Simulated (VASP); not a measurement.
# Al2Cu (P4/mmm) in VASP: notebook, part 2 of 3

VASP 6.6.1. The steps go on from the part before.

## Step 3: Single point, PBEsol

This run uses another cell than the first one, of 15.75 Å³/atom.

Contents of INCAR:

```
SYSTEM = Al2Cu
ALGO = Normal
EDIFF = 1E-6
ENCUT = 520
GGA = PS
ISIF = 2
ISMEAR = 1
LASPH = .True.
LCHARG = .True.
LELF = .True.
LREAL = .False.
LVHAR = .True.
LWAVE = .False.
NBANDS = 16
NELM = 100
PREC = Accurate
SIGMA = 0.05
```

Contents of KPOINTS:

```
k-points
0
Gamma
  7 7 10
  0 0 0
```

Contents of POSCAR:

```
Al2Cu
1.0
    4.0637126799      0.0000000000      0.0000000000
    0.0000000000      4.0637126799      0.0000000000
    0.0000000000      0.0000000000      2.8621058213
Al Cu
2 1
Direct
    0.5000000000      0.0000000000      0.5000000000
    0.0000000000      0.5000000000      0.5000000000
    0.0000000000      0.0000000000      0.0000000000
```

Potentials or basis: VASP PAW PBE potentials, release 64 (Al, Cu).

Launch:

```bash
cat potpaw_PBE.64/Al/POTCAR potpaw_PBE.64/Cu/POTCAR > POTCAR
mpirun -np 1 vasp_std > vasp.out
```

OUTCAR:

```text
SYSTEM = Al2Cu
   EDIFF = 1E-6
   ENCUT = 520
   GGA = PS
   ISIF = 2
   ISMEAR = 1
   LASPH = .True.
   LREAL = .False.
   NELM = 100
   PREC = Accurate

 ion  position               nearest neighbor table
   1  0.500  0.000  0.500-   3 2.49   3 2.49   3 2.49   3 2.49   2 2.87   2 2.87   2 2.87   2 2.87

   2  0.000  0.500  0.500-   3 2.49   3 2.49   3 2.49   3 2.49   1 2.87   1 2.87   1 2.87   1 2.87

   3  0.000  0.000  0.000-   1 2.49   2 2.49   1 2.49   2 2.49   2 2.49   2 2.49   1 2.49   1 2.49

  LATTYP: Found a simple tetragonal cell.
 ALAT       =     4.0637126799
 C/A-ratio  =     0.7043081159

  Lattice vectors:

 A1 = (   4.0637126799,   0.0000000000,   0.0000000000)
 A2 = (   0.0000000000,   4.0637126799,   0.0000000000)
 A3 = (   0.0000000000,   0.0000000000,   2.8621058213)

Analysis of symmetry for initial positions (statically):
=====================================================================
 Subroutine PRICEL returns:
 Original cell was already a primitive cell.

 Routine SETGRP: Setting up the symmetry group for a
 simple tetragonal supercell.

 Subroutine GETGRP returns: Found 16 space group operations
 (whereof 16 operations were pure point group operations)
 out of a pool of 16 trial point group operations.

The static configuration has the point symmetry D_4h.

Analysis of symmetry for dynamics (positions and initial velocities):
=====================================================================
 Subroutine PRICEL returns:
 Original cell was already a primitive cell.

 Routine SETGRP: Setting up the symmetry group for a
 simple tetragonal supercell.

 Subroutine GETGRP returns: Found 16 space group operations
 (whereof 16 operations were pure point group operations)
 out of a pool of 16 trial point group operations.

The dynamic configuration has the point symmetry D_4h.

[... 118 lines left out ...]
   IMIX   =      4    mixing-type and parameters
     AMIX     =   0.40;   BMIX     =  1.00
     AMIX_MAG =   1.60;   BMIX_MAG =  1.00
  volume/ion in A,a.u.               =      15.75       106.32
  Fermi-wavevector in a.u.,A,eV,Ry     =   1.164253  2.200119 18.442484  1.355484
  Thomas-Fermi vector in A             =   2.300793
   LORBIT       =      0    0 simple, 1 ext, 2 COOP (PROOUT), +10 PAW based schemes
   GGA     = PS    functional components
   LHFCALC =     F    Hartree Fock is set to
   AEXX    =    0.0000 exact exchange contribution
   IVDW    =     0    specifies the selected vdW correction
   LEPSILON=     F    determine dielectric tensor
   LRPA    =     F    only Hartree local field effects (RPA)
 non-spin polarized calculation
 Methfessel and Paxton  Order N= 1 SIGMA  =   0.05
  energy-cutoff  :      520.00
  volume of cell :       47.26
 maximum number of plane-waves:      1291
 NGX is ok and might be reduce to    30
   NGX = 15   NGY = 15   NGZ = 11

 number of electron      16.9999986 magnetization

 Free energy of the ion-electron system (eV)
  ---------------------------------------------------
  ext. energy  EPLUGINS =         0.00000000
  ---------------------------------------------------
  free energy    TOTEN  =       -12.55084744 eV

  energy without entropy =      -12.55070463  energy(sigma->0) =      -12.55079984

 E-fermi :   7.2888     XC(G=0): -10.6120

 val. band max:        7.2717699425   @ k =   0.1429   0.0000   0.3000
 cond. band min:       7.2898695874   @ k =   0.4286   0.1429   0.0000
 fundamental gap:      0.0180996449
 Fermi energy:         7.2888239092

 k-point     1 :       0.0000    0.0000    0.0000
  band No.  band energies     occupation
      1      -3.3522      2.00000
      2       1.8392      2.00000
      3       2.3330      2.00000
      4       3.0127      2.00000
      5       3.2200      2.00000
      6       3.2200      2.00000
[... 433 lines left out ...]
      3       2.4831      2.00000
      4       2.7975      2.00000
      5       2.9162      2.00000
      6       2.9662      2.00000
[... 8 lines left out ...]
     15      18.0940      0.00000
     16      18.7368      0.00000

 [... further k-points ...]

------------------------ aborting loop because EDIFF is reached ----------------------------------------

  FORCE on cell =-STRESS in cart. coord.  units (eV):
  Direction    XX          YY          ZZ          XY          YZ          ZX
  --------------------------------------------------------------------------------------
  -------------------------------------------------------------------------------------
  Total        0.2381330      0.2381330      0.0599151      0.0000000      0.0000000      0.0000000
  in kB        8.0723221      8.0723221      2.0310254      0.0000000      0.0000000      0.0000000
  external PRESSURE =       6.0585565 kB  Pullay stress =       0.0000000 kB

 VOLUME and BASIS-vectors are now :
 -----------------------------------------------------------------------------
  energy-cutoff  :      520.00
  volume of cell :       47.26
      direct lattice vectors                 reciprocal lattice vectors
     4.063712680  0.000000000  0.000000000     0.246080390  0.000000000  0.000000000
     0.000000000  4.063712680  0.000000000     0.000000000  0.246080390  0.000000000
     0.000000000  0.000000000  2.862105821     0.000000000  0.000000000  0.349393091

 POSITION                                       TOTAL-FORCE (eV/Angst)
 -----------------------------------------------------------------------------------
      2.03186      0.00000      1.43105         0.000000      0.000000      0.000000
      0.00000      2.03186      1.43105         0.000000      0.000000      0.000000
      0.00000      0.00000      0.00000         0.000000      0.000000      0.000000
 -----------------------------------------------------------------------------------
    total drift:                                0.000000      0.000000      0.000000

  FREE ENERGIE OF THE ION-ELECTRON SYSTEM (eV)
  ---------------------------------------------------
  free  energy   TOTEN  =       -12.5508474424 eV

  energy  without entropy=      -12.5507046269  energy(sigma->0) =      -12.55079984
```

It took 35 s on 1 thread of Intel Xeon Platinum 8375C at 2.90GHz (Ice Lake), shared host; peak memory 0.18 GiB.

Results:

```yaml
Free_energy: -12.5508 eV
Pressure: 0.6 GPa
Band_gap_on_the_k_mesh: zero (an odd number of electrons rules out a gap without spin polarisation)
```

Levels at points of the mesh, in eV from the Fermi level:
```csv
k point,band 4,band 5,band 6,band 7,band 8,band 9,band 10,band 11,band 12,band 13
"(0.00, 0.00, 0.00)",-4.28,-4.07,-4.07,-2.35,-2.35,0.10,0.94,6.18,6.40,6.40
"(0.00, 0.00, 0.50)",-5.08,-4.81,-4.09,-2.98,2.69,2.69,2.69,2.82,2.82,3.19
```

Caveat: the PAW data sets were made with another functional, which shifts forces and pressure a little.

(Part 2 of 3 ends here.)
